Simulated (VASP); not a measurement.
# Ni3O4 (Cmmm) in VASP: single point with PBEsol

Aim: the single point of Ni3O4 with PBEsol.

Program: VASP 6.6.1. These are calculated values, not measurements. Logs are shortened: lines on timing, memory, paths and dates and some standing lists are left out, and cuts for length are marked.

## 1. The cell of the first run

Symmetry: Cmmm, No. 65, orthorhombic system. The conventional cell has a = 5.848 Å, b = 7.848 Å, c = 2.847 Å, α = 90.00°, β = 90.00°, γ = 90.00°. Within 2.6 Å of Ni (site symmetry 2/m) lie 6 O at 1.97 to 2.04 Å. Ni (site symmetry mmm) has 6 O at 1.86 to 1.89 Å within 2.5 Å. O (site symmetry 2mm) has 4 Ni at 1.89 to 1.97 Å and 1 O at 2.48 Å within 2.5 Å. Within 2.5 Å of O (site symmetry m2m) lie 5 Ni at 1.86 to 2.04 Å.

## 2. Single point, PBEsol

INCAR

```
SYSTEM = Ni3O4
  PREC = Accurate
  ENCUT = 520
  EDIFF = 1E-6
  ISMEAR = 0
  SIGMA = 0.15
  LREAL = .FALSE.
  LASPH = .TRUE.
  NELM = 80
  ALGO = Normal
  ISIF = 2
  LWAVE = .FALSE.
  LCHARG = .FALSE.
  GGA = PS
  NBANDS = 36
```

KPOINTS

```
regular mesh
0
G
  8 8 14
  0 0 0
```

POSCAR

```
Ni3O4
1.0
    2.9242323582     -3.9238236797      0.0000000000
    2.9242323582      3.9238236797      0.0000000000
    0.0000000000      0.0000000000      2.8472645958
Ni O
3 4
Direct
    0.5000000000      0.0000000000      0.5000000000
    0.0000000000      0.5000000000      0.5000000000
    0.0000000000      0.0000000000      0.0000000000
    0.7878888826      0.7878888826      0.5000000000
    0.2121111174      0.2121111174      0.5000000000
    0.2371644473      0.7628355527      0.0000000000
    0.7628355527      0.2371644473      0.0000000000
```

Potentials or basis: VASP PAW PBE potentials, release 64 (Ni, O).

On the command line:

```bash
> cat potpaw_PBE.64/Ni/POTCAR potpaw_PBE.64/O/POTCAR > POTCAR
> mpirun -np 1 vasp_std > vasp.out
```

OUTCAR:

```text
SYSTEM = Ni3O4
   PREC = Accurate
   ENCUT = 520
   EDIFF = 1E-6
   ISMEAR = 0
   LREAL = .FALSE.
   LASPH = .TRUE.
   NELM = 80
   ISIF = 2
   GGA = PS

 ion  position               nearest neighbor table
   1  0.500  0.000  0.500-   4 1.97   5 1.97   6 2.04   7 2.04   6 2.04   7 2.04   3 2.83   3 2.83
                             3 2.83   3 2.83   2 2.92   2 2.92
   2  0.000  0.500  0.500-   4 1.97   5 1.97   6 2.04   7 2.04   6 2.04   7 2.04   3 2.83   3 2.83
                             3 2.83   3 2.83   1 2.92   1 2.92
   3  0.000  0.000  0.000-   6 1.86   7 1.86   4 1.89   5 1.89   4 1.89   5 1.89   1 2.83   2 2.83
                             1 2.83   2 2.83   2 2.83   2 2.83   1 2.83   1 2.83
   4  0.788  0.788  0.500-   3 1.89   3 1.89   1 1.97   2 1.97
   5  0.212  0.212  0.500-   3 1.89   3 1.89   1 1.97   2 1.97
   6  0.237  0.763  0.000-   3 1.86   2 2.04   1 2.04   1 2.04   2 2.04
   7  0.763  0.237  0.000-   3 1.86   2 2.04   1 2.04   1 2.04   2 2.04

  LATTYP: Found a base centered orthorhombic cell.
 ALAT       =     5.8484647164
 B/A-ratio  =     1.3418303332
 C/A-ratio  =     0.4868396637

  Lattice vectors:

 A1 = (   2.9242323582,  -3.9238236797,   0.0000000000)
 A2 = (   2.9242323582,   3.9238236797,   0.0000000000)
 A3 = (   0.0000000000,   0.0000000000,   2.8472645958)

Analysis of symmetry for initial positions (statically):
=====================================================================
 Subroutine PRICEL returns:
 Original cell was already a primitive cell.

 Routine SETGRP: Setting up the symmetry group for a
 base centered orthorhombic supercell.

 Subroutine GETGRP returns: Found  8 space group operations
 (whereof  8 operations were pure point group operations)
 out of a pool of  8 trial point group operations.

The static configuration has the point symmetry D_2h.

Analysis of symmetry for dynamics (positions and initial velocities):
=====================================================================
 Subroutine PRICEL returns:
 Original cell was already a primitive cell.

 Routine SETGRP: Setting up the symmetry group for a
 base centered orthorhombic supercell.

 Subroutine GETGRP returns: Found  8 space group operations
 (whereof  8 operations were pure point group operations)
 out of a pool of  8 trial point group operations.

The dynamic configuration has the point symmetry D_2h.

 Subroutine INISYM returns: Found  8 space group operations
 (whereof  8 operations are pure point group operations),
 and found     1 'primitive' translations

----------------------------------------------------------------------------------------

                                     Primitive cell

  volume of cell :      65.3400

  direct lattice vectors                    reciprocal lattice vectors
     2.924232358 -3.923823680  0.000000000     0.170985045 -0.127426725  0.000000000
     2.924232358  3.923823680  0.000000000     0.170985045  0.127426725  0.000000000
     0.000000000  0.000000000  2.847264596     0.000000000  0.000000000  0.351214285

  length of vectors
     4.893621068  4.893621068  2.847264596     0.213245060  0.213245060  0.351214285

  position of ions in fractional coordinates (direct lattice)
     0.500000000  0.000000000  0.500000000
     0.000000000  0.500000000  0.500000000
     0.000000000  0.000000000  0.000000000
     0.787888883  0.787888883  0.500000000
     0.212111117  0.212111117  0.500000000
     0.237164447  0.762835553  0.000000000
     0.762835553  0.237164447  0.000000000

  ion indices of the primitive-cell ions
   primitive index   ion index
                 1           1
                 2           2
                 3           3
                 4           4
                 5           5
                 6           6
                 7           7

----------------------------------------------------------------------------------------

 KPOINTS: regular mesh

Automatic generation of k-mesh.
 Grid dimensions read from file:
 generate k-points for:    8    8   14

 Generating k-lattice:

  Cartesian coordinates                     Fractional coordinates (reciprocal lattice)
     0.021373131 -0.015928341  0.000000000     0.125000000  0.000000000  0.000000000
     0.021373131  0.015928341  0.000000000     0.000000000  0.125000000  0.000000000
     0.000000000  0.000000000  0.025086735     0.000000000  0.000000000  0.071428571

  Length of vectors
     0.026655633  0.026655633  0.025086735

  Shift w.r.t. Gamma in fractional coordinates (k-lattice)
     0.000000000  0.000000000  0.000000000

 Subroutine IBZKPT returns following result:
 ===========================================

 Found    168 irreducible k-points:

 Following reciprocal coordinates:
            Coordinates               Weight
  0.000000  0.000000  0.000000      1.000000
  0.125000  0.000000  0.000000      4.000000
  0.250000  0.000000  0.000000      4.000000
  0.375000 -0.000000  0.000000      4.000000
  0.500000  0.000000  0.000000      2.000000
  0.125000  0.125000  0.000000      2.000000
[... 16 lines left out ...]
  0.125000  0.000000  0.071429      8.000000
  0.250000  0.000000  0.071429      8.000000
 [... further k-points ...]
   k-points           NKPTS =    168   k-points in BZ     NKDIM =    168   number of bands    NBANDS=     36
   number of dos      NEDOS =    301   number of ions     NIONS =      7
   total plane-waves  NPLWV =  31104
   dimension x,y,z NGX =    36 NGY =   36 NGZ =   24
   dimension x,y,z NGXF=    72 NGYF=   72 NGZF=   48
   ions per type =               3   4
   NGX,Y,Z   is equivalent  to a cutoff of  12.23, 12.23, 14.01 a.u.
   NGXF,Y,Z  is equivalent  to a cutoff of  24.46, 24.46, 28.03 a.u.
 SYSTEM =  Ni3O4
   PREC   = accura    normal or accurate (medium, high low for compatibility)
   ISTART =      0    job   : 0-new  1-cont  2-samecut
   ICHARG =      2    charge: 1-file 2-atom 10-const
   ISPIN  =      1    spin polarized calculation?
   LNONCOLLINEAR =      F non collinear calculations
   LSORBIT =      F    spin-orbit coupling
   LASPH  =      T    aspherical Exc in radial PAW
   ENCUT  =  520.0 eV  38.22 Ry    6.18 a.u.   9.10  9.10  5.29*2*pi/ulx,y,z
   NELM   =     80;   NELMIN=  2; NELMDL= -5     # of ELM steps
   EDIFF  = 0.1E-05   stopping-criterion for ELM
   LREAL  =      F    real-space projection
   EDIFFG = 0.1E-04   stopping-criterion for IOM
   NSW    =      0    number of steps for IOM
   IBRION =     -1    ionic relax: 0-MD 1-quasi-New 2-CG
   NFREE  =      0    steps in history (QN), initial steepest desc. (CG)
   ISIF   =      2    stress and relaxation
   ISYM   =      2    0-nonsym 1-usesym 2-fastsym
   POTIM  = 0.5000    time-step for ionic-motion
   TEBEG  =    0.0;   TEEND  =   0.0 temperature during run
   PSTRESS=    0.0 pullay stress
   NELECT =      54.0000    total number of electrons
   NUPDOWN=      -1.0000    fix difference up-down
   EMIN   =  10.00;   EMAX   =-10.00  energy-range for DOS
   EFERMI =   0.00;   METHOD = LEGACY
   ISMEAR =     0;   SIGMA  =   0.15  broadening in eV -4-tet -1-fermi 0-gaus
   EFERMI_NEDOS =   21; number of points for ismear=-14 and -15
   IALGO  =     38    algorithm
   IMIX   =      4    mixing-type and parameters
     AMIX     =   0.40;   BMIX     =  1.00
     AMIX_MAG =   1.60;   BMIX_MAG =  1.00
  volume/ion in A,a.u.               =       9.33        62.99
  Fermi-wavevector in a.u.,A,eV,Ry     =   1.536313  2.903210 32.113252  2.360257
  Thomas-Fermi vector in A             =   2.642979
   LORBIT       =      0    0 simple, 1 ext, 2 COOP (PROOUT), +10 PAW based schemes
   GGA     = PS    functional components
   LHFCALC =     F    Hartree Fock is set to
   AEXX    =    0.0000 exact exchange contribution
   IVDW    =     0    specifies the selected vdW correction
   LEPSILON=     F    determine dielectric tensor
   LRPA    =     F    only Hartree local field effects (RPA)
 non-spin polarized calculation
 Gauss-broadening in eV      SIGMA  =   0.15
  energy-cutoff  :      520.00
  volume of cell :       65.34
 maximum number of plane-waves:      1781
   NGX = 19   NGY = 19   NGZ = 11

 number of electron      54.0000039 magnetization

 Free energy of the ion-electron system (eV)
  ---------------------------------------------------
  ext. energy  EPLUGINS =         0.00000000
  ---------------------------------------------------
  free energy    TOTEN  =       -44.25948501 eV

  energy without entropy =      -44.20646348  energy(sigma->0) =      -44.23297424

 E-fermi :   6.4460     XC(G=0): -12.2446

 val. band max:        6.4449160085   @ k =   0.3750  -0.0000   0.5000
 cond. band min:       6.4497853559   @ k =  -0.3750   0.3750   0.1429
 fundamental gap:      0.0048693474
 Fermi energy:         6.4460453537

 k-point     1 :       0.0000    0.0000    0.0000
  band No.  band energies     occupation
      1     -14.4773      2.00000
      2     -12.7322      2.00000
      3     -12.5468      2.00000
      4     -12.4064      2.00000
      5      -2.2094      2.00000
      6      -1.3347      2.00000
[... 28 lines left out ...]
     35      15.6680      0.00000
     36      17.5677      0.00000

 k-point     2 :       0.1250    0.0000    0.0000
  band No.  band energies     occupation
      1     -14.4380      2.00000
      2     -12.7808      2.00000
      3     -12.5513      2.00000
      4     -12.4151      2.00000
      5      -2.0963      2.00000
      6      -1.2435      2.00000
[... 28 lines left out ...]
     35      15.8286      0.00000
     36      17.5477      0.00000
[... 817 lines left out ...]
     35      15.9714      0.00000
     36      17.5187      0.00000

 k-point    24 :       0.2500    0.0000    0.0714
  band No.  band energies     occupation
      1     -14.2855      2.00000
      2     -12.9041      2.00000
      3     -12.5452      2.00000
      4     -12.4277      2.00000
      5      -1.7479      2.00000
      6      -0.9233      2.00000
[... 28 lines left out ...]
     35      16.2717      0.00000
     36      17.5912      0.00000

 [... further k-points ...]

------------------------ aborting loop because EDIFF is reached ----------------------------------------

  FORCE on cell =-STRESS in cart. coord.  units (eV):
  Direction    XX          YY          ZZ          XY          YZ          ZX
  --------------------------------------------------------------------------------------
  -------------------------------------------------------------------------------------
  Total        0.0731284      0.1345345      0.1444044     -0.0000000      0.0000000      0.0000000
  in kB        1.7931527      3.2988681      3.5408848     -0.0000000      0.0000000      0.0000000
  external PRESSURE =       2.8776352 kB  Pullay stress =       0.0000000 kB

 VOLUME and BASIS-vectors are now :
 -----------------------------------------------------------------------------
  energy-cutoff  :      520.00
  volume of cell :       65.34
      direct lattice vectors                 reciprocal lattice vectors
     2.924232358 -3.923823680  0.000000000     0.170985045 -0.127426725  0.000000000
     2.924232358  3.923823680  0.000000000     0.170985045  0.127426725  0.000000000
     0.000000000  0.000000000  2.847264596     0.000000000  0.000000000  0.351214285

 POSITION                                       TOTAL-FORCE (eV/Angst)
 -----------------------------------------------------------------------------------
      1.46212     -1.96191      1.42363        -0.000000     -0.000000      0.000000
      1.46212      1.96191      1.42363        -0.000000     -0.000000      0.000000
      0.00000      0.00000      0.00000        -0.000000     -0.000000      0.000000
      4.60794      0.00000      1.42363        -0.052417     -0.000000     -0.000000
      1.24052      0.00000      1.42363         0.052417     -0.000000      0.000000
      2.92423      2.06264      0.00000        -0.000000     -0.057110      0.000000
      2.92423     -2.06264      0.00000        -0.000000      0.057110      0.000000
 -----------------------------------------------------------------------------------
    total drift:                                0.000000      0.000000      0.000000

  FREE ENERGIE OF THE ION-ELECTRON SYSTEM (eV)
  ---------------------------------------------------
  free  energy   TOTEN  =       -44.2594850073 eV

  energy  without entropy=      -44.2064634791  energy(sigma->0) =      -44.23297424
```

Wall time 9.1 min (1 thread of AMD EPYC 7R13 (Zen 3), shared host); peak memory 0.37 GiB.

What came out:

* Free energy: -44.2595 eV
* Pressure: 0.3 GPa
* Largest force: 0.057 eV/Å
* Band gap on the k mesh: zero (bands 27 and 28 overlap by 0.33 eV)

Forces in eV/Å, atoms in the order of the input:
```
Ni   0.000  0.000  0.000
Ni   0.000  0.000  0.000
Ni   0.000  0.000  0.000
O   -0.052  0.000  0.000
O    0.052  0.000  0.000
O    0.000 -0.057  0.000
O    0.000  0.057  0.000
```

Caveat: the PAW data sets were made with another functional, which shifts forces and pressure a little; the run has no spin polarisation, though such a crystal can be magnetic; semilocal functionals often make such compounds metallic where correlation or magnetic order opens a gap, which also shifts bond lengths.
